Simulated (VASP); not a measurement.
# WS2 (P6_3/mmc) in VASP: notebook, part 2 of 2

VASP 6.6.1. The steps go on from the part before.

**4. Single point, PBE+D3(BJ) (strain +0.000 along x and y, +0.040 along z)**

Contents of INCAR:

```
SYSTEM = WS2
ALGO = Normal ; EDIFF = 1E-6
ENCUT = 520 ; GGA = PE
ISIF = 2 ; ISMEAR = 0
IVDW = 12 ; LASPH = .TRUE.
LCHARG = .FALSE. ; LREAL = .FALSE.
LWAVE = .FALSE. ; NBANDS = 35
NELM = 60 ; PREC = Accurate
SIGMA = 0.05
```

Contents of KPOINTS:

```
k-points
0
G
  12 12 4
  0 0 0
```

Contents of POSCAR:

```
WS2
1.0
    3.1542061832      0.0000000000      0.0000000000
   -1.5771030916      2.7316226834      0.0000000000
    0.0000000000      0.0000000000     12.6255054998
W S
2 4
Direct
    0.3333333333      0.6666666667      0.2500000000
    0.6666666667      0.3333333333      0.7500000000
    0.3333333333      0.6666666667      0.6202874207
    0.6666666667      0.3333333333      0.1202874207
    0.3333333333      0.6666666667      0.8797125793
    0.6666666667      0.3333333333      0.3797125793
```

Potentials or basis: VASP PAW PBE potentials, release 64 (W_sv, S).

Launch:

```
> cat potpaw_PBE.64/W_sv/POTCAR potpaw_PBE.64/S/POTCAR > POTCAR
> mpirun -np 1 vasp_std > vasp.out
```

OUTCAR:

```text
SYSTEM = WS2
   EDIFF = 1E-6
   ENCUT = 520
   GGA = PE
   ISIF = 2
   ISMEAR = 0
   IVDW = 12
   LASPH = .TRUE.
   LREAL = .FALSE.
   NELM = 60
   PREC = Accurate
 IVDW          = 12

 ion  position               nearest neighbor table
   1  0.333  0.667  0.250-   4 2.45   6 2.45   4 2.45   6 2.45   4 2.45   6 2.45
   2  0.667  0.333  0.750-   3 2.45   5 2.45   3 2.45   5 2.45   3 2.45   5 2.45
   3  0.333  0.667  0.620-   2 2.45   2 2.45   2 2.45
[... 1128 lines left out ...]
  --------------------------------------------------------------------------------------
  -------------------------------------------------------------------------------------
  Total      -2.59211    -2.59211    -8.03343    -0.00000    -0.00000     0.00000
  in kB     -38.17724   -38.17724  -118.31828    -0.00000    -0.00000     0.00000
  external pressure =      -64.89 kB  Pullay stress =        0.00 kB

 VOLUME and BASIS-vectors are now :
 -----------------------------------------------------------------------------
  energy-cutoff  :      520.00
  volume of cell :      108.78
      direct lattice vectors                 reciprocal lattice vectors
     3.154206183  0.000000000  0.000000000     0.317036979  0.183041385  0.000000000
    -1.577103092  2.731622683  0.000000000     0.000000000  0.366082771  0.000000000
     0.000000000  0.000000000 12.625505500     0.000000000  0.000000000  0.079204749

 POSITION                                       TOTAL-FORCE (eV/Angst)
 -----------------------------------------------------------------------------------
     -0.00000      1.82108      3.15638         0.000000     -0.000000     -0.000000
      1.57710      0.91054      9.46913        -0.000000      0.000000     -0.000000
     -0.00000      1.82108      7.83144        -0.000000      0.000000      1.098735
      1.57710      0.91054      1.51869         0.000000     -0.000000      1.098735
     -0.00000      1.82108     11.10682        -0.000000      0.000000     -1.098735
      1.57710      0.91054      4.79406        -0.000000     -0.000000     -1.098735
 -----------------------------------------------------------------------------------
    total drift:                                0.000000     -0.000000      0.000000

  FREE ENERGIE OF THE ION-ELECTRON SYSTEM (eV)
  ---------------------------------------------------
  free  energy   TOTEN  =       -49.6416789818 eV

  energy  without entropy=      -49.6416789818  energy(sigma->0) =      -49.64167898
```

OSZICAR:

```text
N       E                     dE             d eps       ncg     rms          rms(c)
DAV:   1     0.506661269254E+03    0.50666E+03   -0.28396E+04  4342   0.148E+03
DAV:   2    -0.169854440137E+02   -0.52365E+03   -0.50520E+03  4631   0.406E+02
DAV:   3    -0.491178371145E+02   -0.32132E+02   -0.31557E+02  4957   0.954E+01
DAV:   4    -0.499425324926E+02   -0.82470E+00   -0.82005E+00  4797   0.158E+01
DAV:   5    -0.499600050714E+02   -0.17473E-01   -0.17457E-01  4919   0.243E+00    0.351E+01
DAV:   6    -0.476109098342E+02    0.23491E+01   -0.89021E+00  4531   0.201E+01    0.153E+01
DAV:   7    -0.473624284249E+02    0.24848E+00   -0.36650E+00  4348   0.986E+00    0.664E+00
DAV:   8    -0.471365487626E+02    0.22588E+00   -0.53048E-01  4503   0.511E+00    0.224E+00
DAV:   9    -0.471418556042E+02   -0.53068E-02   -0.74303E-02  4719   0.138E+00    0.123E+00
DAV:  10    -0.471386597486E+02    0.31959E-02   -0.31731E-02  4488   0.119E+00    0.507E-01
DAV:  11    -0.471379756854E+02    0.68406E-03   -0.53483E-03  4350   0.474E-01    0.228E-01
DAV:  12    -0.471379115170E+02    0.64168E-04   -0.25103E-04  4576   0.896E-02    0.903E-02
DAV:  13    -0.471379261682E+02   -0.14651E-04   -0.54275E-05  4474   0.440E-02    0.341E-02
DAV:  14    -0.471379291136E+02   -0.29454E-05   -0.15288E-05  4288   0.206E-02    0.276E-02
DAV:  15    -0.471379282235E+02    0.89007E-06   -0.40628E-06  4171   0.143E-02
   1 F= -.49641679E+02 E0= -.49641679E+02  d E =-.471335E-11
```

stdout:

```text
POSCAR found type information on POSCAR W S
 POSCAR found :  2 types and       6 ions
 scaLAPACK will be used
 LDA part: xc-table for (Slater+PW92), standard interpolation
 POSCAR, INCAR and KPOINTS ok, starting setup
 FFT: planning ... GRIDC
 FFT: planning ... GRID_SOFT
 FFT: planning ... GRID
 WAVECAR not read
 entering main loop
```

It used 160 s of CPU time on 1 thread of Intel(R) Xeon(R) Platinum 8175M CPU @ 2.50GHz (Skylake/Cascade Lake), with other jobs on the host.

What came out:

```
Free energy                : -49.6417 eV
Pressure                   : -6.5 GPa
Largest force              : 1.099 eV/Å
Band gap on the k mesh     : 1.06 eV, indirect (least direct gap 1.99 eV)
Dispersion energy per atom : -0.417 eV
```

Forces in eV/Å, atoms in the order of the input:
```
W    0.000  0.000  0.000
W    0.000  0.000  0.000
S    0.000  0.000  1.099
S    0.000  0.000  1.099
S    0.000  0.000 -1.099
S    0.000  0.000 -1.099
```

Stress tensor (GPa, compression positive):
```
 -3.82   0.00   0.00
  0.00  -3.82   0.00
  0.00   0.00 -11.83
```

Caveat: the cell differs from its parent crystal (strain +0.000 along x and y, +0.040 along z); spin-orbit coupling is left out, which moves the levels of the heavy elements; forces of over 1 eV/Å act on the atoms, so gaps and moduli don't describe the material at rest.

**5. Single point, PBE+D3(BJ) (strain +0.000 along x and y, +0.080 along z)**

Contents of INCAR:

```
SYSTEM = WS2
ALGO = Normal
EDIFF = 1E-6
ENCUT = 520
GGA = PE
ISIF = 2
ISMEAR = 0
IVDW = 12
LASPH = .TRUE.
LCHARG = .FALSE.
LREAL = .FALSE.
LWAVE = .FALSE.
NBANDS = 35
NELM = 100
PREC = Accurate
SIGMA = 0.05
```

KPOINTS is that of step 4.

Changes to POSCAR since step 4:

```diff
@@ -4,3 +4,3 @@
    -1.5771030916      2.7316226834      0.0000000000
-    0.0000000000      0.0000000000     12.6255054998
+    0.0000000000      0.0000000000     13.1111018652
 W S
```

Launch:

```
> cat potpaw_PBE.64/W_sv/POTCAR potpaw_PBE.64/S/POTCAR > POTCAR
> mpirun -np 1 vasp_std > vasp.out
```

It used 160 s of CPU time on 1 thread of Intel(R) Xeon(R) Platinum 8175M CPU @ 2.50GHz (Skylake/Cascade Lake), with other jobs on the host.

It converged, with:

| Quantity | Value |
| --- | --- |
| Free energy | -49.2030 eV |
| Pressure | -11.6 GPa |
| Largest force | 2.038 eV/Å |
| Band gap on the k mesh | 1.08 eV, indirect (least direct gap 1.96 eV) |
| Dispersion energy per atom | -0.401 eV |

Forces in eV/Å, atoms in the order of the input:
```
W    0.000  0.000  0.000
W    0.000  0.000  0.000
S    0.000  0.000  2.038
S    0.000  0.000  2.038
S    0.000  0.000 -2.038
S    0.000  0.000 -2.038
```

Stress tensor (GPa, compression positive):
```
 -6.56   0.00   0.00
  0.00  -6.56   0.00
  0.00   0.00 -21.56
```

Levels at points of the mesh, in eV from the valence-band top:
```
           k point  band 24  band 25  band 26  band 27  band 28  band 29
(0.00, 0.00, 0.00)    -1.12    -1.12    -0.11     2.52     2.52     2.64
(0.50, 0.00, 0.00)    -1.11    -1.08    -0.91     2.79     2.93     2.95
(0.00, 0.00, 0.50)    -1.14    -0.40    -0.40     2.57     2.57     2.57
(0.50, 0.00, 0.50)    -1.14    -1.00    -1.00     2.94     2.94     2.99
```

Caveat: the cell differs from its parent crystal (strain +0.000 along x and y, +0.080 along z); spin-orbit coupling is left out, which moves the levels of the heavy elements; forces of over 1 eV/Å act on the atoms, so gaps and moduli don't describe the material at rest. A k mesh can miss the band edges.

**6. Single point, PBE+D3(BJ) (strain +0.040 along x and y, +0.000 along z)**

Contents of INCAR:

```
PREC = Accurate ; ENCUT = 520
EDIFF = 1E-7 ; ISMEAR = 0
SIGMA = 0.05 ; LREAL = False
LASPH = True ; NELM = 100
ALGO = Normal ; ISIF = 2
LWAVE = False ; LCHARG = True
GGA = PE ; IVDW = 12
LELF = True ; LVHAR = True
NBANDS = 35
```

Contents of KPOINTS:

```
regular mesh
0
Gamma
  12 12 4
```

Changes to POSCAR since step 5:

```diff
@@ -2,5 +2,5 @@
 1.0
-    3.1542061832      0.0000000000      0.0000000000
-   -1.5771030916      2.7316226834      0.0000000000
-    0.0000000000      0.0000000000     13.1111018652
+    3.2803744305      0.0000000000      0.0000000000
+   -1.6401872153      2.8408875907      0.0000000000
+    0.0000000000      0.0000000000     12.1399091344
 W S
```

Potentials or basis: VASP PAW PBE potentials, release 64 (W_sv, S).

Launch:

```
> cat potpaw_PBE.64/W_sv/POTCAR potpaw_PBE.64/S/POTCAR > POTCAR
> mpirun -np 1 vasp_std > vasp.out
```

Wall time 4.6 min (1 thread of Intel Xeon Platinum 8175M at 2.50GHz (Skylake/Cascade Lake), shared host); peak memory 0.34 GiB.

The run converged. Its results:

| Quantity | Value |
| --- | --- |
| Free energy | -49.4405 eV |
| Pressure | -10.8 GPa |
| Largest force | 0.781 eV/Å |
| Band gap on the k mesh | 0.79 eV, indirect (least direct gap 1.45 eV) |
| Dispersion energy per atom | -0.401 eV |

Forces in eV/Å, atoms in the order of the input:
```
W    0.000  0.000  0.000
W    0.000  0.000  0.000
S    0.000  0.000  0.781
S    0.000  0.000  0.781
S    0.000  0.000 -0.781
S    0.000  0.000 -0.781
```

Stress tensor (GPa, compression positive):
```
-12.68   0.00   0.00
  0.00 -12.68   0.00
  0.00   0.00  -7.03
```

Levels at points of the mesh, in eV from the valence-band top:
```
           k point  band 23  band 24  band 25  band 26  band 27  band 28  band 29  band 30
(0.00, 0.00, 0.00)    -2.40    -1.23    -0.96     0.00     1.88     1.88     1.89     1.89
(0.50, 0.00, 0.00)    -2.30    -2.05    -1.74    -1.46     1.71     1.77     2.09     2.24
(0.00, 0.00, 0.50)    -2.44    -2.44    -0.21    -0.21     1.87     1.87     1.87     1.87
(0.50, 0.00, 0.50)    -2.17    -2.17    -1.57    -1.57     1.73     1.73     2.18     2.18
```

Caveat: the cell differs from its parent crystal (strain +0.040 along x and y, +0.000 along z); spin-orbit coupling is left out, which moves the levels of the heavy elements.

**7. Overview**

```csv
cell,gap on the mesh (eV),pressure (GPa),largest force (eV/Å)
"a = 3.028, b = 3.028, c = 13.111 Å, angles 90.0, 90.0, 120.0°, 6 atoms",0.97,-0.1,1.36
"a = 3.280, b = 3.280, c = 11.654 Å, angles 90.0, 90.0, 120.0°, 6 atoms",0.31,-4.9,0.31
"a = 3.154, b = 3.154, c = 12.626 Å, angles 90.0, 90.0, 120.0°, 6 atoms",1.06,-6.5,1.10
"a = 3.154, b = 3.154, c = 13.111 Å, angles 90.0, 90.0, 120.0°, 6 atoms",1.08,-11.6,2.04
"a = 3.280, b = 3.280, c = 12.140 Å, angles 90.0, 90.0, 120.0°, 6 atoms",0.79,-10.8,0.78
```

Alike in all rows: task single point; level PBE+D3(BJ); potentials or basis VASP PAW PBE potentials, release 64 (W_sv, S); no spin polarisation; k mesh 12 × 12 × 4; cutoff (eV) 520; smearing gaussian 0.05 eV.

Caveats: spin-orbit coupling is left out, which moves the levels of the heavy elements; forces of over 1 eV/Å act on the atoms, so gaps and moduli don't describe the material at rest (some runs).

Absolute energies hang on the potentials; compare differences alone.
